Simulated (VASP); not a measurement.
A run of VASP 6.6.1 is set up as follows.

POSCAR

```
BeSiSb2
1.0
    4.1218505706      0.0000000000      0.0000000000
    0.0000000000      4.1218505706      0.0000000000
    0.0000000000      0.0000000000      6.0381212896
Be Sb Si
1 2 1
Direct
    0.0000000000      0.0000000000      0.0000000000
    0.0000000000      0.5000000000      0.2291566619
    0.5000000000      0.0000000000      0.7708433381
    0.5000000000      0.5000000000      0.5000000000
```

The input INCAR.step1:

```
ALGO = Normal ; EDIFF = 1E-5
ENCUT = 520 ; GGA = PE
ISIF = 2 ; ISMEAR = -1
LASPH = True ; LCHARG = False
LREAL = False ; LWAVE = True
NBANDS = 16 ; NELM = 60
PREC = Accurate ; SIGMA = 0.02
```

INCAR.step2

```
ALGO = Normal ; EDIFF = 1E-6
ENCUT = 520 ; GGA = PE
HFSCREEN = 0.2079 ; ISIF = 2
ISMEAR = -1 ; ISTART = 1
LASPH = True ; LCHARG = False
LHFCALC = True ; LREAL = False
LWAVE = False ; NBANDS = 16
NELM = 60 ; PREC = Accurate
PRECFOCK = Normal ; SIGMA = 0.02
```

File KPOINTS:

```
k-points
0
Gamma
  4 4 4
```

Potentials or basis: VASP PAW PBE potentials, release 64 (Be, Sb, Si).

Run with:

```console
$ cat potpaw_PBE.64/Be/POTCAR potpaw_PBE.64/Sb/POTCAR potpaw_PBE.64/Si/POTCAR > POTCAR
$ cp INCAR.step1 INCAR
$ mpirun -np 1 vasp_std > vasp.out
$ cp INCAR.step2 INCAR
$ mpirun -np 1 vasp_std > vasp.out
```

(1) Estimate the largest force.

(2) Estimate the pressure.

(3) What does it give for the band gap on the k mesh?

Answers

(1) 0.093 eV/Å.

(2) -3.6 GPa.

(3) 0.34 eV (least direct gap 0.89 eV).

Caveat: the cell differs from its parent crystal (uniaxial z strain +4.5%); the cell stands under tension; the PAW data sets were made with another functional, which shifts forces and pressure a little; spin-orbit coupling is left out, which moves the levels of the heavy elements.
